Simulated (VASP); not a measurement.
# TaGa2 (Fm-3m) in VASP: further runs

Runs on TaGa2. Level: PBE. Tasks: single point, relaxation of cell and atoms.

All numbers are computed with VASP 6.6.1; they aren't measurements. Logs are shortened: lines on timing, memory, paths and dates and some standing lists are left out, and cuts for length are marked.

## Step 1: The cell of the first run

It takes space group Fm-3m (No. 225, cubic). The conventional cell has a = 5.848 Å, b = 5.848 Å, c = 5.848 Å, α = 90.00°, β = 90.00°, γ = 90.00°. Within 3.3 Å of Ta (site symmetry m-3m) lie 8 Ga at 2.53 Å. Within 3.3 Å of Ga (site symmetry -43m) lie 4 Ta at 2.53 Å and 6 Ga at 2.92 Å.

## Step 2: Single point, PBE

Input file INCAR:

```
ALGO = Normal
EDIFF = 1E-6
ENCUT = 520
GGA = PE
ISIF = 2
ISMEAR = 0
LASPH = T
LCHARG = F
LREAL = F
LWAVE = F
NBANDS = 26
NELM = 60
PREC = Accurate
SIGMA = 0.1
```

Input file KPOINTS:

```
k-points
0
Gamma
  6 6 6
```

Input file POSCAR:

```
TaGa2
1.0
    0.0000000000      2.9237542400      2.9237542400
    2.9237542400      0.0000000000      2.9237542400
    2.9237542400      2.9237542400      0.0000000000
Ta Ga
1 2
Direct
    0.0000000000      0.0000000000      0.0000000000
    0.2500000000      0.2500000000      0.2500000000
    0.7500000000      0.7500000000      0.7500000000
```

Potentials or basis: VASP PAW PBE potentials, release 64 (Ta_pv, Ga_d).

The run is started by

```
cat potpaw_PBE.64/Ta_pv/POTCAR potpaw_PBE.64/Ga_d/POTCAR > POTCAR
mpirun -np 1 vasp_std > vasp.out
```

OUTCAR:

```text
EDIFF = 1E-6
   ENCUT = 520
   GGA = PE
   ISIF = 2
   ISMEAR = 0
   LASPH = T
   LREAL = F
   NELM = 60
   PREC = Accurate

 ion  position               nearest neighbor table
   1  0.000  0.000  0.000-   3 2.53   3 2.53   3 2.53   2 2.53   3 2.53   2 2.53   2 2.53   2 2.53

   2  0.250  0.250  0.250-   1 2.53   1 2.53   1 2.53   1 2.53
   3  0.750  0.750  0.750-   1 2.53   1 2.53   1 2.53   1 2.53

  LATTYP: Found a face centered cubic cell.
 ALAT       =     5.8475084800

  Lattice vectors:

 A1 = (   0.0000000000,   2.9237542400,   2.9237542400)
 A2 = (   2.9237542400,   0.0000000000,   2.9237542400)
 A3 = (   2.9237542400,   2.9237542400,   0.0000000000)

Analysis of symmetry for initial positions (statically):
=====================================================================
 Subroutine PRICEL returns:
 Original cell was already a primitive cell.

 Routine SETGRP: Setting up the symmetry group for a
 face centered cubic supercell.

 Subroutine GETGRP returns: Found 48 space group operations
 (whereof 48 operations were pure point group operations)
 out of a pool of 48 trial point group operations.

The static configuration has the point symmetry O_h .

Analysis of symmetry for dynamics (positions and initial velocities):
=====================================================================
 Subroutine PRICEL returns:
 Original cell was already a primitive cell.

 Routine SETGRP: Setting up the symmetry group for a
 face centered cubic supercell.

 Subroutine GETGRP returns: Found 48 space group operations
 (whereof 48 operations were pure point group operations)
 out of a pool of 48 trial point group operations.

The dynamic configuration has the point symmetry O_h .

 Subroutine INISYM returns: Found 48 space group operations
 (whereof 48 operations are pure point group operations),
 and found     1 'primitive' translations

----------------------------------------------------------------------------------------

                                     Primitive cell

  volume of cell :      49.9865

  direct lattice vectors                    reciprocal lattice vectors
     0.000000000  2.923754240  2.923754240    -0.171013006  0.171013006  0.171013006
     2.923754240  0.000000000  2.923754240     0.171013006 -0.171013006  0.171013006
     2.923754240  2.923754240  0.000000000     0.171013006  0.171013006 -0.171013006
[... 73 lines left out ...]
   LSORBIT =      F    spin-orbit coupling
   LASPH  =      T    aspherical Exc in radial PAW
   ENCUT  =  520.0 eV  38.22 Ry    6.18 a.u.   7.69  7.69  7.69*2*pi/ulx,y,z
   NELM   =     60;   NELMIN=  2; NELMDL= -5     # of ELM steps
   EDIFF  = 0.1E-05   stopping-criterion for ELM
   LREAL  =      F    real-space projection
   EDIFFG = 0.1E-04   stopping-criterion for IOM
   NSW    =      0    number of steps for IOM
   IBRION =     -1    ionic relax: 0-MD 1-quasi-New 2-CG
   NFREE  =      0    steps in history (QN), initial steepest desc. (CG)
   ISIF   =      2    stress and relaxation
   ISYM   =      2    0-nonsym 1-usesym 2-fastsym
   POTIM  = 0.5000    time-step for ionic-motion
   TEBEG  =    0.0;   TEEND  =   0.0 temperature during run
   PSTRESS=    0.0 pullay stress
   NELECT =      37.0000    total number of electrons
   NUPDOWN=      -1.0000    fix difference up-down
   EMIN   =  10.00;   EMAX   =-10.00  energy-range for DOS
   EFERMI =   0.00;   METHOD = LEGACY
   ISMEAR =     0;   SIGMA  =   0.10  broadening in eV -4-tet -1-fermi 0-gaus
   EFERMI_NEDOS =   21; number of points for ismear=-14 and -15
   IALGO  =     38    algorithm
   IMIX   =      4    mixing-type and parameters
     AMIX     =   0.40;   BMIX     =  1.00
     AMIX_MAG =   1.60;   BMIX_MAG =  1.00
  volume/ion in A,a.u.               =      16.66       112.44
  Fermi-wavevector in a.u.,A,eV,Ry     =   1.480896  2.798488 29.838295  2.193053
  Thomas-Fermi vector in A             =   2.594873
   LORBIT       =      0    0 simple, 1 ext, 2 COOP (PROOUT), +10 PAW based schemes
   GGA     = PE    functional components
   LHFCALC =     F    Hartree Fock is set to
   AEXX    =    0.0000 exact exchange contribution
   IVDW    =     0    specifies the selected vdW correction
   LEPSILON=     F    determine dielectric tensor
   LRPA    =     F    only Hartree local field effects (RPA)
 non-spin polarized calculation
 Gauss-broadening in eV      SIGMA  =   0.10
  energy-cutoff  :      520.00
  volume of cell :       49.99
 maximum number of plane-waves:      1363
   NGX = 15   NGY = 15   NGZ = 15

 number of electron      36.9999993 magnetization

 Free energy of the ion-electron system (eV)
  ---------------------------------------------------
  ext. energy  EPLUGINS =         0.00000000
  ---------------------------------------------------
  free energy    TOTEN  =       -15.49733719 eV

  energy without entropy =      -15.49129334  energy(sigma->0) =      -15.49431526

 E-fermi :   6.5403     XC(G=0): -11.9321

 val. band max:        6.5250193355   @ k =   0.0000   0.0000   0.0000
 cond. band min:       6.6714191807   @ k =   0.5000   0.5000   0.0000
 fundamental gap:      0.1463998452
 Fermi energy:         6.5403006022

 k-point     1 :       0.0000    0.0000    0.0000
  band No.  band energies     occupation
      1     -28.0828      2.00000
      2     -28.0828      2.00000
      3     -28.0828      2.00000
      4      -8.5574      2.00000
      5      -8.5574      2.00000
      6      -8.4001      2.00000
[... 453 lines left out ...]
     25      14.8151      0.00000
     26      16.0457      0.00000

------------------------ aborting loop because EDIFF is reached ----------------------------------------

  FORCE on cell =-STRESS in cart. coord.  units (eV):
  Direction    XX          YY          ZZ          XY          YZ          ZX
  --------------------------------------------------------------------------------------
  -------------------------------------------------------------------------------------
  Total        8.4868498      8.4868498      8.4868498     -0.0000000      0.0000000     -0.0000000
  in kB      272.0223003    272.0223003    272.0223003     -0.0000000      0.0000000     -0.0000000
  external PRESSURE =     272.0223003 kB  Pullay stress =       0.0000000 kB

 VOLUME and BASIS-vectors are now :
 -----------------------------------------------------------------------------
  energy-cutoff  :      520.00
  volume of cell :       49.99
      direct lattice vectors                 reciprocal lattice vectors
     0.000000000  2.923754240  2.923754240    -0.171013006  0.171013006  0.171013006
     2.923754240  0.000000000  2.923754240     0.171013006 -0.171013006  0.171013006
     2.923754240  2.923754240  0.000000000     0.171013006  0.171013006 -0.171013006

 POSITION                                       TOTAL-FORCE (eV/Angst)
 -----------------------------------------------------------------------------------
      0.00000      0.00000      0.00000         0.000000     -0.000000      0.000000
      1.46188      1.46188      1.46188         0.000000      0.000000      0.000000
      4.38563      4.38563      4.38563        -0.000000      0.000000     -0.000000
 -----------------------------------------------------------------------------------
    total drift:                               -0.000000     -0.000000      0.000000

  FREE ENERGIE OF THE ION-ELECTRON SYSTEM (eV)
  ---------------------------------------------------
  free  energy   TOTEN  =       -15.4973371883 eV

  energy  without entropy=      -15.4912933390  energy(sigma->0) =      -15.49431526
```

OSZICAR:

```text
N       E                     dE             d eps       ncg     rms          rms(c)
DAV:   1     0.262951806766E+03    0.26295E+03   -0.18471E+04   928   0.244E+03
DAV:   2     0.900700606310E+01   -0.25394E+03   -0.24809E+03   872   0.486E+02
DAV:   3    -0.153321217672E+02   -0.24339E+02   -0.23911E+02   984   0.126E+02
DAV:   4    -0.159338710508E+02   -0.60175E+00   -0.59672E+00  1000   0.204E+01
DAV:   5    -0.159472947620E+02   -0.13424E-01   -0.13418E-01  1034   0.308E+00    0.147E+01
DAV:   6    -0.155471639009E+02    0.40013E+00   -0.10058E+00   968   0.661E+00    0.679E+00
DAV:   7    -0.155032017477E+02    0.43962E-01   -0.13952E-01  1174   0.382E+00    0.219E+00
DAV:   8    -0.154972803554E+02    0.59214E-02   -0.12279E-02  1006   0.756E-01    0.118E-01
DAV:   9    -0.154972555957E+02    0.24760E-04   -0.16933E-03  1020   0.556E-01    0.592E-02
DAV:  10    -0.154973355240E+02   -0.79928E-04   -0.23076E-04   884   0.104E-01    0.413E-02
DAV:  11    -0.154973365022E+02   -0.97819E-06   -0.38960E-05   964   0.419E-02    0.440E-03
DAV:  12    -0.154973371883E+02   -0.68605E-06   -0.18658E-06   890   0.106E-02
   1 F= -.15497337E+02 E0= -.15494315E+02  d E =-.604385E-02
```

Run time: 19 s. Hardware: 1 thread of Intel Xeon Platinum 8259CL at 2.50GHz (Skylake/Cascade Lake), shared host; peak memory 0.18 GiB.

Results:

```yaml
Free_energy: -15.4973 eV
Pressure: 27.2 GPa
```

Caveat: spin-orbit coupling is left out, which moves the levels of the heavy elements.

## Step 3: Single point, PBE

This run uses another cell than the first one, of 20.14 Å³/atom, 1.209 times its volume.

Input file INCAR:

```
  PREC = Accurate
  ENCUT = 520
  EDIFF = 1E-6
  ISMEAR = 0
  SIGMA = 0.1
  LREAL = False
  LASPH = True
  NELM = 80
  ALGO = Fast
  ISIF = 2
  LWAVE = False
  LCHARG = False
  GGA = PE
  NBANDS = 26
```

Input file KPOINTS:

```
Automatic mesh
0
Gamma
  6 6 6
```

Input file POSCAR:

```
TaGa2
1.0
    0.0000000000      3.1145496045      3.1145496045
    3.1145496045      0.0000000000      3.1145496045
    3.1145496045      3.1145496045      0.0000000000
Ta Ga
1 2
Direct
    0.0000000000      0.0000000000      0.0000000000
    0.2500000000      0.2500000000      0.2500000000
    0.7500000000      0.7500000000      0.7500000000
```

Potentials or basis: VASP PAW PBE potentials, release 64 (Ta_pv, Ga_d).

The run is started by

```
cat potpaw_PBE.64/Ta_pv/POTCAR potpaw_PBE.64/Ga_d/POTCAR > POTCAR
mpirun -np 1 vasp_std > vasp.out
```

It took 47 s on 1 thread of Intel Xeon Platinum 8259CL at 2.50GHz (Skylake/Cascade Lake), shared host; peak memory 0.21 GiB.

Results (log left out):

* Free energy: -16.2563 eV
* Pressure: 0.2 GPa

Levels at points of the mesh, in eV from the Fermi level:
```tsv
k point	band 15	band 16	band 17	band 18	band 19	band 20	band 21	band 22
(0.00, 0.00, 0.00)	-2.82	-2.82	-2.82	-1.01	0.22	0.22	5.28	5.28
(0.50, 0.00, 0.00)	-6.47	-2.14	-2.14	-0.75	0.59	0.59	1.45	1.45
(0.50, 0.50, 0.00)	-5.59	-5.00	-1.34	-1.34	-0.03	0.06	0.06	0.83
```

Caveat: spin-orbit coupling is left out, which moves the levels of the heavy elements.

## Step 4: Relaxation of cell and atoms, PBE

Input file INCAR:

```
SYSTEM = TaGa2
  PREC = Accurate
  ENCUT = 600
  EDIFF = 1E-6
  ISMEAR = 0
  SIGMA = 0.1
  LREAL = .False.
  LASPH = .True.
  NELM = 60
  ALGO = Fast
  ISIF = 3
  LWAVE = .False.
  LCHARG = .False.
  GGA = PE
  IBRION = 2
  NSW = 90
  EDIFFG = -0.04
```

Input file KPOINTS:

```
Automatic mesh
0
Gamma
  6 6 6
  0 0 0
```

Input file POSCAR:

```
TaGa2
1.0
    0.0000000000      2.9237542400      2.9237542400
    2.9237542400      0.0000000000      2.9237542400
    2.9237542400      2.9237542400      0.0000000000
Ta Ga
1 2
Direct
    0.0000000000      0.0000000000      0.0000000000
    0.2500000000      0.2500000000      0.2500000000
    0.7500000000      0.7500000000      0.7500000000
```

The run is started by

```
cat potpaw_PBE.64/Ta_pv/POTCAR potpaw_PBE.64/Ga_d/POTCAR > POTCAR
mpirun -np 1 vasp_std > vasp.out
```

It took 2.8 min on 1 thread of Intel Xeon Platinum 8259CL at 2.50GHz (Skylake/Cascade Lake), shared host; peak memory 0.22 GiB.

It converged, with:

```yaml
Free_energy: -16.2543 eV
Relaxed_volume: 20.19 Å³/atom
Relaxed_cell: a = 4.408 Å, b = 4.408 Å, c = 4.408 Å, α = 60.00°, β = 60.00°, γ = 60.00°
Space_group_after_relaxing_to_0.05_Å: Fm-3m (No. 225)
Energy_gained_by_relaxing: 252.3 meV/atom
Ionic_steps: 4
Pressure_after_relaxing: 0.0 GPa
```

Step by step:
```
step  energy change (eV)  largest force (eV/Å)  pressure (GPa)  volume (Å³)
   1              0.0000                0.0000           27.23        49.99
   2             -0.2050                0.0000          -11.24        73.40
   3             -0.7567                0.0000           -0.37        60.80
   4             -0.7570                0.0000           -0.02        60.57
```

Final structure:
```
CELL_PARAMETERS angstrom
0.00000 3.11700 3.11700
3.11700 0.00000 3.11700
3.11700 3.11700 0.00000
ATOMIC_POSITIONS crystal
Ta 0.00000 0.00000 0.00000
Ga 0.25000 0.25000 0.25000
Ga 0.75000 0.75000 0.75000
```

Levels at points of the mesh, in eV from the Fermi level:
| k point | band 15 | band 16 | band 17 | band 18 | band 19 | band 20 | band 21 | band 22 |
| --- | --- | --- | --- | --- | --- | --- | --- | --- |
| (0.00, 0.00, 0.00) | -2.81 | -2.81 | -2.81 | -1.02 | 0.22 | 0.22 | 5.27 | 5.82 |
| (0.50, 0.00, 0.00) | -6.46 | -2.13 | -2.13 | -0.76 | 0.59 | 0.59 | 1.45 | 1.45 |
| (0.50, 0.50, 0.00) | -5.58 | -4.99 | -1.34 | -1.34 | -0.03 | 0.06 | 0.06 | 0.82 |

Caveat: the volume moved by over 15 % at a fixed basis, so the end points are rough; spin-orbit coupling is left out, which moves the levels of the heavy elements.

## Step 5: Single point, PBE

This run uses another cell than the first one, of 20.20 Å³/atom, 1.213 times its volume.

Input file INCAR:

```
ALGO = Fast ; EDIFF = 1E-7
ENCUT = 520 ; GGA = PE
ISIF = 2 ; ISMEAR = 0
LASPH = True ; LCHARG = True
LELF = True ; LREAL = False
LVHAR = True ; LWAVE = False
NBANDS = 26 ; NELM = 80
PREC = Accurate ; SIGMA = 0.1
```

Input file KPOINTS:

```
k-points
0
Gamma
  14 14 14
```

Input file POSCAR:

```
TaGa2
1.0
    0.0000000000      3.1177929511      3.1177929511
    3.1177929511      0.0000000000      3.1177929511
    3.1177929511      3.1177929511      0.0000000000
Ta Ga
1 2
Direct
    0.0000000000      0.0000000000      0.0000000000
    0.2500000000      0.2500000000      0.2500000000
    0.7500000000      0.7500000000      0.7500000000
```

The run is started by

```
cat potpaw_PBE.64/Ta_pv/POTCAR potpaw_PBE.64/Ga_d/POTCAR > POTCAR
mpirun -np 1 vasp_std > vasp.out
```

It took 4 min on 1 thread of Intel Xeon Platinum 8259CL at 2.50GHz (Skylake/Cascade Lake), shared host; peak memory 0.31 GiB.

The run converged. Its results:

| Quantity | Value |
| --- | --- |
| Free energy | -16.2520 eV |
| Pressure | 0.1 GPa |

Levels at points of the mesh, in eV from the Fermi level:
| k point | band 14 | band 15 | band 16 | band 17 | band 18 | band 19 | band 20 | band 21 | band 22 | band 23 |
| --- | --- | --- | --- | --- | --- | --- | --- | --- | --- | --- |
| (0.00, 0.00, 0.00) | -9.94 | -2.77 | -2.77 | -2.77 | -0.98 | 0.26 | 0.26 | 5.31 | 5.31 | 5.31 |
| (0.50, 0.00, 0.00) | -7.64 | -6.42 | -2.09 | -2.09 | -0.72 | 0.63 | 0.63 | 1.49 | 1.49 | 2.34 |
| (0.50, 0.50, 0.00) | -6.43 | -5.54 | -4.95 | -1.30 | -1.30 | 0.01 | 0.09 | 0.09 | 0.86 | 5.25 |

Caveat: spin-orbit coupling is left out, which moves the levels of the heavy elements.

## Step 6: Summary

| task | cell | k mesh | cutoff (eV) | gap on the mesh (eV) | pressure (GPa) |
| --- | --- | --- | --- | --- | --- |
| single point | a = 4.135 Å, angles 60.0°, 3 atoms | 6 × 6 × 6 | 520 | none | 27.2 |
| single point | a = 4.405 Å, angles 60.0°, 3 atoms | 6 × 6 × 6 | 520 | none | 0.2 |
| relaxation of cell and atoms | relaxed from a = 4.135 Å, angles 60.0°, 3 atoms | 6 × 6 × 6 | 600 | none | 0.0 |
| single point | a = 4.409 Å, angles 60.0°, 3 atoms | 14 × 14 × 14 | 520 | none | 0.1 |

Alike in all rows: level PBE; potentials or basis VASP PAW PBE potentials, release 64 (Ta_pv, Ga_d); no spin polarisation; smearing gaussian 0.1 eV.

Caveats: spin-orbit coupling is left out, which moves the levels of the heavy elements; the volume moved by over 15 % at a fixed basis, so the end points are rough (some runs).

Absolute energies hang on the potentials; compare differences alone.
